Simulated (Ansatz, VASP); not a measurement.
One calculation of HfN, two programs

```
Hf N
1.0
     0.00000    2.33208    2.45482
     2.33208    0.00000    2.45482
     2.33208    2.33208    0.00000
Hf N
1 1
Cartesian
  0.0000 0.0000 0.0000
  3.4981 3.4981 3.6822
```

Change from the starting cell: strain -0.050 along x and y, +0.000 along z, atoms carried along.

Alike in both runs: task single point; functional PBEsol; k mesh 16 × 16 × 16; occupations gaussian, width 0.15 eV; no spin polarisation.

|  | VASP | Ansatz |
| --- | --- | --- |
| version | VASP 6.6.1 | Ansatz 0.2.0 |
| potentials or method | VASP PAW PBE potentials, release 64 (Hf_pv, N), cutoff 520 eV | scalar-relativistic, plane waves, PAW |
| valence electrons in the cell | 15 | 31 |

Ansatz gave:

```
gap on the k mesh at the Fermi level (eV)                     : none
pressure (GPa)                                                : 17.9
traceless stress, the component that is largest in VASP (GPa) : -5.54
```

Task: What did VASP give for the same quantities?

Result: gap on the k mesh at the Fermi level (eV): none; pressure (GPa): 17.3; traceless stress, the component that is largest in VASP (GPa): -5.51.

VASP's potentials were made for PBE, not for PBEsol. A gap of «none» marks a metal or a gap that the smearing closes. VASP's potentials hold 15 valence electrons a cell and Ansatz's 31, so a difference there can come from the potentials and not from the codes.

Neither program's run includes spin-orbit coupling.
